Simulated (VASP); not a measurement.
A run of VASP 6.6.1:

File INCAR:

```
  ALGO = Normal
  EDIFF = 1E-7
  ENCUT = 520
  ISIF = 2
  ISMEAR = 0
  LASPH = True
  LCHARG = False
  LREAL = False
  LWAVE = False
  NBANDS = 28
  NELM = 60
  PREC = Accurate
  SIGMA = 0.05
```

File KPOINTS:

```
k-points
0
Gamma
  6 6 4
```

POSCAR

```
SnSe
1.0
    4.2853274191      0.0000000000      0.0000000000
    0.0000000000      4.2853274191      0.0000000000
    0.0000000000      0.0000000000     10.9906921300
Sn Se
2 2
Direct
    0.5000000000      0.0000000000      0.3631305019
    0.0000000000      0.5000000000      0.6186722819
    0.5000000000      0.0000000000      0.6160394900
    0.0000000000      0.5000000000      0.3839605100
```

Potentials or basis: VASP PAW LDA potentials, release 64 (Sn_d, Se).

Command:

```console
$ cat potpaw_LDA.64/Sn_d/POTCAR potpaw_LDA.64/Se/POTCAR > POTCAR
$ mpirun -np 1 vasp_std > vasp.out
```

Hardware: 1 thread of AMD EPYC 7R13, on a shared host.

Q: How long does it take, and how much memory?

A: It took 4.7 min on 1 thread of AMD EPYC 7R13, with other jobs on the host, peak memory 0.29 GiB. Counts: scf iterations 18, k points 30.
